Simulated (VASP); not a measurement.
# SiNi (P2_13) in VASP: further runs

The runs below take SiNi through single point, with PBEsol.

Program: VASP 6.6.1. These are calculated values, not measurements. Logs are shortened: lines on timing, memory, paths and dates and some standing lists are left out, and cuts for length are marked.

### Step 1. The cell of the first run

The structure is cubic, space group P2_13 (No. 198). Conventional cell: a = 4.468 Å, b = 4.468 Å, c = 4.468 Å, α = 90.00°, β = 90.00°, γ = 90.00°. Si (site symmetry 3) has 7 Ni at 2.28 to 2.50 Å and 6 Si at 2.80 Å within 3.0 Å. Within 3.0 Å of Ni (site symmetry 3) lie 7 Si at 2.28 to 2.50 Å and 6 Ni at 2.75 Å.

### Step 2. Single point, PBEsol (mode 21 (324.1 1/cm) frozen in, largest displacement -0.150 Å)

Input file INCAR:

```
SYSTEM = SiNi
PREC     = Accurate       ! precision mode
ENCUT    = 520            ! plane-wave cutoff, eV
EDIFF    = 1E-6           ! SCF threshold, eV
ISMEAR   = 0              ! smearing method
SIGMA    = 0.15           ! smearing width, eV
LREAL    = .FALSE.        ! projectors in reciprocal space
LASPH    = .TRUE.         ! aspherical terms in the spheres
NELM     = 60             ! most SCF steps
ALGO     = Normal         ! electronic algorithm
ISIF     = 2              ! what is computed and relaxed
LWAVE    = .FALSE.        ! write WAVECAR
LCHARG   = .TRUE.         ! write CHGCAR
GGA      = PS             ! functional
LELF     = .TRUE.         ! ELF
LVHAR    = .TRUE.       
NBANDS   = 38             ! bands
```

Input file KPOINTS:

```
regular mesh
0
G
  10 10 10
  0 0 0
```

Input file POSCAR:

```
SiNi
1.0
    4.4679770072      0.0000000000      0.0000000000
    0.0000000000      4.4679770072      0.0000000000
    0.0000000000      0.0000000000      4.4679770072
Si Ni
4 4
Direct
    0.8270815764      0.8270815764      0.8270815764
    0.6729184236      0.1729184236      0.3270815764
    0.3270815764      0.6729184236      0.1729184236
    0.1729184236      0.3270815764      0.6729184236
    0.1497465511      0.1497465511      0.1497465511
    0.3502534489      0.8502534489      0.6497465511
    0.6497465511      0.3502534489      0.8502534489
    0.8502534489      0.6497465511      0.3502534489
```

Potentials or basis: VASP PAW PBE potentials, release 64 (Si, Ni).

Launch:

```console
$ cat potpaw_PBE.64/Si/POTCAR potpaw_PBE.64/Ni/POTCAR > POTCAR
$ mpirun -np 1 vasp_std > vasp.out
```

OUTCAR:

```text
SYSTEM = SiNi
   PREC = Accurate
   ENCUT = 520
   EDIFF = 1E-6
   ISMEAR = 0
   LREAL = .FALSE.
   LASPH = .TRUE.
   NELM = 60
   ISIF = 2
   GGA = PS

 ion  position               nearest neighbor table
   1  0.827  0.827  0.827-   6 2.28   7 2.28   8 2.28   6 2.47   7 2.47   8 2.47   5 2.50   2 2.80
                             2 2.80   4 2.80   3 2.80   4 2.80   3 2.80
   2  0.673  0.173  0.327-   5 2.28   7 2.28   8 2.28   7 2.47   8 2.47   5 2.47   6 2.50   1 2.80
                             1 2.80   3 2.80   4 2.80   4 2.80   3 2.80
   3  0.327  0.673  0.173-   5 2.28   6 2.28   8 2.28   8 2.47   6 2.47   5 2.47   7 2.50   4 2.80
                             4 2.80   1 2.80   2 2.80   2 2.80   1 2.80
   4  0.173  0.327  0.673-   5 2.28   6 2.28   7 2.28   6 2.47   5 2.47   7 2.47   8 2.50   3 2.80
                             3 2.80   1 2.80   1 2.80   2 2.80   2 2.80
   5  0.150  0.150  0.150-   2 2.28   3 2.28   4 2.28   2 2.47   3 2.47   4 2.47   1 2.50   6 2.75
                             6 2.75   8 2.75   7 2.75   8 2.75   7 2.75
   6  0.350  0.850  0.650-   1 2.28   3 2.28   4 2.28   3 2.47   4 2.47   1 2.47   2 2.50   5 2.75
                             5 2.75   8 2.75   7 2.75   7 2.75   8 2.75
   7  0.650  0.350  0.850-   1 2.28   2 2.28   4 2.28   4 2.47   2 2.47   1 2.47   3 2.50   8 2.75
                             8 2.75   5 2.75   6 2.75   6 2.75   5 2.75
   8  0.850  0.650  0.350-   1 2.28   2 2.28   3 2.28   2 2.47   1 2.47   3 2.47   4 2.50   7 2.75
                             7 2.75   5 2.75   5 2.75   6 2.75   6 2.75

  LATTYP: Found a simple cubic cell.
 ALAT       =     4.4679770072

  Lattice vectors:

 A1 = (   4.4679770072,   0.0000000000,   0.0000000000)
 A2 = (   0.0000000000,   4.4679770072,   0.0000000000)
 A3 = (   0.0000000000,   0.0000000000,   4.4679770072)

Analysis of symmetry for initial positions (statically):
=====================================================================
 Subroutine PRICEL returns:
 Original cell was already a primitive cell.

 Routine SETGRP: Setting up the symmetry group for a
 simple cubic supercell.

 Subroutine GETGRP returns: Found 12 space group operations
 (whereof  3 operations were pure point group operations)
 out of a pool of 48 trial point group operations.

The static configuration has the point symmetry C_3 .
 The point group associated with its full space group is T   .

Analysis of symmetry for dynamics (positions and initial velocities):
=====================================================================
 Subroutine PRICEL returns:
 Original cell was already a primitive cell.

 Routine SETGRP: Setting up the symmetry group for a
 simple cubic supercell.

 Subroutine GETGRP returns: Found 12 space group operations
 (whereof  3 operations were pure point group operations)
 out of a pool of 48 trial point group operations.

The dynamic configuration has the point symmetry C_3 .
 The point group associated with its full space group is T   .

 Subroutine INISYM returns: Found 12 space group operations
 (whereof  3 operations are pure point group operations),
 and found     1 'primitive' translations

----------------------------------------------------------------------------------------

                                     Primitive cell

  volume of cell :      89.1934

  direct lattice vectors                    reciprocal lattice vectors
     4.467977007  0.000000000  0.000000000     0.223814939  0.000000000  0.000000000
     0.000000000  4.467977007  0.000000000     0.000000000  0.223814939  0.000000000
     0.000000000  0.000000000  4.467977007     0.000000000  0.000000000  0.223814939

  length of vectors
     4.467977007  4.467977007  4.467977007     0.223814939  0.223814939  0.223814939

  position of ions in fractional coordinates (direct lattice)
     0.827081576  0.827081576  0.827081576
     0.672918424  0.172918424  0.327081576
     0.327081576  0.672918424  0.172918424
     0.172918424  0.327081576  0.672918424
     0.149746551  0.149746551  0.149746551
[... 56 lines left out ...]
 fundamental gap:      0.0113922415
 Fermi energy:        12.1751717191

 k-point     1 :       0.0000    0.0000    0.0000
  band No.  band energies     occupation
      1      -2.1574      2.00000
      2       3.3302      2.00000
      3       3.3302      2.00000
      4       3.3302      2.00000
      5       5.6559      2.00000
      6       5.6559      2.00000
[... 30 lines left out ...]
     37      16.4461      0.00000
     38      16.4461      0.00000

 k-point     2 :       0.1000    0.0000    0.0000
  band No.  band energies     occupation
      1      -2.0838      2.00000
      2       2.7450      2.00000
      3       3.3749      2.00000
      4       3.7254      2.00000
      5       5.3235      2.00000
      6       5.7058      2.00000
[... 30 lines left out ...]
     37      15.8467      0.00000
     38      16.8185      0.00000

 k-point     3 :       0.2000    0.0000    0.0000
  band No.  band energies     occupation
      1      -1.8643      2.00000
      2       1.9831      2.00000
      3       3.5052      2.00000
      4       4.0164      2.00000
      5       5.2055      2.00000
      6       5.8442      2.00000
[... 30 lines left out ...]
     37      16.2870      0.00000
     38      17.6214      0.00000

 k-point     4 :       0.3000    0.0000    0.0000
  band No.  band energies     occupation
      1      -1.5025      2.00000
      2       1.1530      2.00000
      3       3.7076      2.00000
      4       4.2369      2.00000
      5       5.2585      2.00000
      6       6.0224      2.00000
[... 30 lines left out ...]
     37      16.5467      0.00000
     38      17.1097      0.00000
[... 703 lines left out ...]
      4       3.5019      2.00000
      5       5.6276      2.00000
      6       5.6276      2.00000
[... 30 lines left out ...]
     37      17.9286      0.00000
     38      17.9286      0.00000

 k-point    23 :       0.3000    0.3000    0.0000
  band No.  band energies     occupation
      1      -0.8638      2.00000
      2       1.3770      2.00000
      3       2.2276      2.00000
      4       3.8778      2.00000
      5       5.5263      2.00000
      6       5.6661      2.00000
[... 30 lines left out ...]
     37      18.1357      0.00000
     38      18.4413      0.00000

 k-point    24 :       0.4000    0.3000    0.0000
  band No.  band energies     occupation
      1      -0.3822      2.00000
      2       0.8711      2.00000
      3       2.3635      2.00000
      4       3.3626      2.00000
      5       5.7041      2.00000
      6       5.8985      2.00000
[... 30 lines left out ...]
     37      18.2767      0.00000
     38      18.9535      0.00000

 [... further k-points ...]
[... 5 lines left out ...]
  --------------------------------------------------------------------------------------
  -------------------------------------------------------------------------------------
  Total        2.0186164      2.0186164      2.0186164      0.0000000      0.0000000     -0.0000000
  in kB       36.2603165     36.2603165     36.2603165      0.0000000      0.0000000     -0.0000000
  external PRESSURE =      36.2603165 kB  Pullay stress =       0.0000000 kB

 VOLUME and BASIS-vectors are now :
 -----------------------------------------------------------------------------
  energy-cutoff  :      520.00
  volume of cell :       89.19
      direct lattice vectors                 reciprocal lattice vectors
     4.467977007  0.000000000  0.000000000     0.223814939  0.000000000  0.000000000
     0.000000000  4.467977007  0.000000000     0.000000000  0.223814939  0.000000000
     0.000000000  0.000000000  4.467977007     0.000000000  0.000000000  0.223814939

 POSITION                                       TOTAL-FORCE (eV/Angst)
 -----------------------------------------------------------------------------------
      3.69538      3.69538      3.69538         0.952475      0.952475      0.952475
      3.00658      0.77260      1.46139        -0.952475     -0.952475      0.952475
      1.46139      3.00658      0.77260         0.952475     -0.952475     -0.952475
      0.77260      1.46139      3.00658        -0.952475      0.952475     -0.952475
      0.66906      0.66906      0.66906         0.090115      0.090115      0.090115
      1.56492      3.79891      2.90305        -0.090115     -0.090115      0.090115
      2.90305      1.56492      3.79891         0.090115     -0.090115     -0.090115
      3.79891      2.90305      1.56492        -0.090115      0.090115     -0.090115
 -----------------------------------------------------------------------------------
    total drift:                                0.000000      0.000000      0.000000

  FREE ENERGIE OF THE ION-ELECTRON SYSTEM (eV)
  ---------------------------------------------------
  free  energy   TOTEN  =       -51.1022890482 eV

  energy  without entropy=      -51.0739730629  energy(sigma->0) =      -51.08813106
```

Run time: 2.7 min. Hardware: 1 thread of Intel Xeon 6975P-C (Granite Rapids), shared host; peak memory 0.33 GiB.

Results:

```yaml
Free_energy: -51.1023 eV
Pressure: 3.6 GPa
Largest_force: 1.650 eV/Å
Band_gap_on_the_k_mesh: zero (band 28 reaches 13.30 eV, above the bottom of band 29 at 11.97 eV)
```

Forces on the atoms (eV/Å):
```
Si   0.952  0.952  0.952
Si  -0.952 -0.952  0.952
Si   0.952 -0.952 -0.952
Si  -0.952  0.952 -0.952
Ni   0.090  0.090  0.090
Ni  -0.090 -0.090  0.090
Ni   0.090 -0.090 -0.090
Ni  -0.090  0.090 -0.090
```

Levels at points of the mesh, in eV from the Fermi level:
| k point | band 26 | band 27 | band 28 | band 29 | band 30 | band 31 |
| --- | --- | --- | --- | --- | --- | --- |
| (0.00, 0.00, 0.00) | -1.59 | -1.59 | 1.13 | 1.13 | 1.13 | 1.42 |
| (0.50, 0.00, 0.00) | -2.03 | -0.58 | -0.58 | -0.21 | -0.21 | 2.65 |
| (0.50, 0.50, 0.00) | -1.59 | -0.94 | -0.94 | 0.34 | 0.34 | 0.87 |
| (0.50, 0.50, 0.50) | -1.84 | -1.84 | -1.84 | 4.35 | 4.35 | 4.35 |

Caveat: the cell differs from its parent crystal (mode 21 (324.1 1/cm) frozen in, largest displacement -0.150 Å); the PAW data sets were made with another functional, which shifts forces and pressure a little. Spin polarisation is off, so any magnetic state and its effect on volume and gap are missing.

### Step 3. Single point, PBEsol (mode 21 (324.1 1/cm) frozen in, largest displacement +0.100 Å)

Input file INCAR:

```
PREC = Accurate
ENCUT = 520
EDIFF = 1E-7
ISMEAR = 0
SIGMA = 0.15
LREAL = F
LASPH = T
NELM = 60
ALGO = Normal
ISIF = 2
LWAVE = F
LCHARG = F
GGA = PS
NBANDS = 38
```

Input file KPOINTS:

```
Automatic mesh
0
Gamma
  10 10 10
```

Input file POSCAR:

```
SiNi
1.0
    4.4679770072      0.0000000000      0.0000000000
    0.0000000000      4.4679770072      0.0000000000
    0.0000000000      0.0000000000      4.4679770072
Si Ni
4 4
Direct
    0.8593864802      0.8593864802      0.8593864802
    0.6406135198      0.1406135198      0.3593864802
    0.3593864802      0.6406135198      0.1406135198
    0.1406135198      0.3593864802      0.6406135198
    0.1484864213      0.1484864213      0.1484864213
    0.3515135787      0.8515135787      0.6484864213
    0.6484864213      0.3515135787      0.8515135787
    0.8515135787      0.6484864213      0.3515135787
```

Potentials or basis: VASP PAW PBE potentials, release 64 (Si, Ni).

Launch:

```console
$ cat potpaw_PBE.64/Si/POTCAR potpaw_PBE.64/Ni/POTCAR > POTCAR
$ mpirun -np 1 vasp_std > vasp.out
```

Wall time 2.6 min (1 thread of Intel Xeon 6975P-C (Granite Rapids), shared host); peak memory 0.33 GiB.

It converged, with:

- Free energy: -51.3711 eV
- Pressure: 1.1 GPa
- Largest force: 1.123 eV/Å
- Band gap on the k mesh: zero (band 28 reaches 13.18 eV, above the bottom of band 29 at 12.02 eV)

Forces on the atoms (eV/Å):
```
Si  -0.648 -0.648 -0.648
Si   0.648  0.648 -0.648
Si  -0.648  0.648  0.648
Si   0.648 -0.648  0.648
Ni   0.145  0.145  0.145
Ni  -0.145 -0.145  0.145
Ni   0.145 -0.145 -0.145
Ni  -0.145  0.145 -0.145
```

Levels at points of the mesh, in eV from the Fermi level:
```csv
k point,band 25,band 26,band 27,band 28,band 29,band 30,band 31,band 32
"(0.00, 0.00, 0.00)",-1.71,-1.71,-1.71,0.98,0.98,0.98,1.42,1.42
"(0.50, 0.00, 0.00)",-2.04,-2.04,-0.65,-0.65,-0.17,-0.17,2.97,2.97
"(0.50, 0.50, 0.00)",-1.55,-1.55,-1.01,-1.01,0.39,0.39,0.91,0.91
"(0.50, 0.50, 0.50)",-1.82,-1.82,-1.82,-1.82,4.25,4.25,4.25,4.25
```

Caveat: the cell differs from its parent crystal (mode 21 (324.1 1/cm) frozen in, largest displacement +0.100 Å); the PAW data sets were made with another functional, which shifts forces and pressure a little. Spin polarisation is off, so any magnetic state and its effect on volume and gap are missing.

### Step 4. Single point, PBEsol (mode 21 (324.1 1/cm) frozen in, largest displacement -0.050 Å)

Input file INCAR:

```
SYSTEM = SiNi
PREC = Accurate ; ENCUT = 520
EDIFF = 1E-7 ; ISMEAR = 0
SIGMA = 0.15 ; LREAL = .FALSE.
LASPH = .TRUE. ; NELM = 60
ALGO = Normal ; ISIF = 2
LWAVE = .FALSE. ; LCHARG = .FALSE.
GGA = PS ; NBANDS = 38
```

Input file KPOINTS:

```
Automatic mesh
0
G
  10 10 10
  0 0 0
```

Input file POSCAR:

```
SiNi
1.0
    4.4679770072      0.0000000000      0.0000000000
    0.0000000000      4.4679770072      0.0000000000
    0.0000000000      0.0000000000      4.4679770072
Si Ni
4 4
Direct
    0.8400035379      0.8400035379      0.8400035379
    0.6599964621      0.1599964621      0.3400035379
    0.3400035379      0.6599964621      0.1599964621
    0.1599964621      0.3400035379      0.6599964621
    0.1492424992      0.1492424992      0.1492424992
    0.3507575008      0.8507575008      0.6492424992
    0.6492424992      0.3507575008      0.8507575008
    0.8507575008      0.6492424992      0.3507575008
```

Launch:

```console
$ cat potpaw_PBE.64/Si/POTCAR potpaw_PBE.64/Ni/POTCAR > POTCAR
$ mpirun -np 1 vasp_std > vasp.out
```

It took 2.6 min on 1 thread of Intel Xeon 6975P-C (Granite Rapids), shared host; peak memory 0.33 GiB.

The run converged. Its results:

- Free energy: -51.5394 eV
- Pressure: 0.7 GPa
- Largest force: 0.546 eV/Å
- Band gap on the k mesh: zero (band 28 reaches 13.27 eV, above the bottom of band 29 at 12.01 eV)

Forces in eV/Å, atoms in the order of the input:
```
Si   0.315  0.315  0.315
Si  -0.315 -0.315  0.315
Si   0.315 -0.315 -0.315
Si  -0.315  0.315 -0.315
Ni  -0.005 -0.005 -0.005
Ni   0.005  0.005 -0.005
Ni  -0.005  0.005  0.005
Ni   0.005 -0.005  0.005
```

Levels at points of the mesh, in eV from the Fermi level:
| k point | band 24 | band 25 | band 26 | band 27 | band 28 | band 29 | band 30 | band 31 | band 32 | band 33 |
| --- | --- | --- | --- | --- | --- | --- | --- | --- | --- | --- |
| (0.00, 0.00, 0.00) | -2.37 | -1.63 | -1.63 | -1.63 | 1.08 | 1.08 | 1.08 | 1.41 | 1.41 | 2.10 |
| (0.50, 0.00, 0.00) | -2.22 | -2.04 | -2.04 | -0.61 | -0.61 | -0.19 | -0.19 | 2.76 | 2.76 | 2.89 |
| (0.50, 0.50, 0.00) | -2.52 | -1.58 | -1.58 | -0.97 | -0.97 | 0.36 | 0.36 | 0.88 | 0.88 | 4.06 |
| (0.50, 0.50, 0.50) | -2.71 | -1.83 | -1.83 | -1.83 | -1.83 | 4.32 | 4.32 | 4.32 | 4.32 | 4.58 |

Caveat: the cell differs from its parent crystal (mode 21 (324.1 1/cm) frozen in, largest displacement -0.050 Å); the PAW data sets were made with another functional, which shifts forces and pressure a little. Spin polarisation is off, so any magnetic state and its effect on volume and gap are missing.

### Step 5. Single point, PBEsol (mode 21 (324.1 1/cm) frozen in, largest displacement +0.175 Å)

Input file INCAR:

```
PREC = Accurate
ENCUT = 520
EDIFF = 1E-6
ISMEAR = 0
SIGMA = 0.15
LREAL = F
LASPH = T
NELM = 60
ALGO = Normal
ISIF = 2
LWAVE = F
LCHARG = F
GGA = PS
NBANDS = 38
```

Input file KPOINTS:

```
regular mesh
0
Gamma
  10 10 10
```

Input file POSCAR:

```
SiNi
1.0
    4.4679770072      0.0000000000      0.0000000000
    0.0000000000      4.4679770072      0.0000000000
    0.0000000000      0.0000000000      4.4679770072
Si Ni
4 4
Direct
    0.8690779513      0.8690779513      0.8690779513
    0.6309220487      0.1309220487      0.3690779513
    0.3690779513      0.6309220487      0.1309220487
    0.1309220487      0.3690779513      0.6309220487
    0.1481083823      0.1481083823      0.1481083823
    0.3518916177      0.8518916177      0.6481083823
    0.6481083823      0.3518916177      0.8518916177
    0.8518916177      0.6481083823      0.3518916177
```

Launch:

```console
$ cat potpaw_PBE.64/Si/POTCAR potpaw_PBE.64/Ni/POTCAR > POTCAR
$ mpirun -np 1 vasp_std > vasp.out
```

Wall time 2 min (1 thread of Intel Xeon 6975P-C (Granite Rapids), shared host); peak memory 0.33 GiB.

The run converged. Its results:

```yaml
Free_energy: -50.8921 eV
Pressure: 3.5 GPa
Largest_force: 2.054 eV/Å
Band_gap_on_the_k_mesh: zero (band 28 reaches 13.10 eV, above the bottom of band 29 at 12.01 eV)
```

Forces in eV/Å, atoms in the order of the input:
```
Si  -1.186 -1.186 -1.186
Si   1.186  1.186 -1.186
Si  -1.186  1.186  1.186
Si   1.186 -1.186  1.186
Ni   0.398  0.398  0.398
Ni  -0.398 -0.398  0.398
Ni   0.398 -0.398 -0.398
Ni  -0.398  0.398 -0.398
```

Levels at points of the mesh, in eV from the Fermi level:
```
           k point  band 24  band 25  band 26  band 27  band 28  band 29  band 30  band 31  band 32  band 33
(0.00, 0.00, 0.00)    -2.17    -1.75    -1.75    -1.75     0.92     0.92     0.92     1.45     1.45     2.00
(0.50, 0.00, 0.00)    -2.17    -2.02    -2.02    -0.67    -0.67    -0.17    -0.17     3.04     3.04     3.11
(0.50, 0.50, 0.00)    -2.39    -1.53    -1.53    -1.03    -1.03     0.39     0.39     0.92     0.92     3.69
(0.50, 0.50, 0.50)    -2.59    -1.82    -1.82    -1.82    -1.82     4.20     4.20     4.20     4.20     4.74
```

Caveat: the cell differs from its parent crystal (mode 21 (324.1 1/cm) frozen in, largest displacement +0.175 Å); the PAW data sets were made with another functional, which shifts forces and pressure a little.
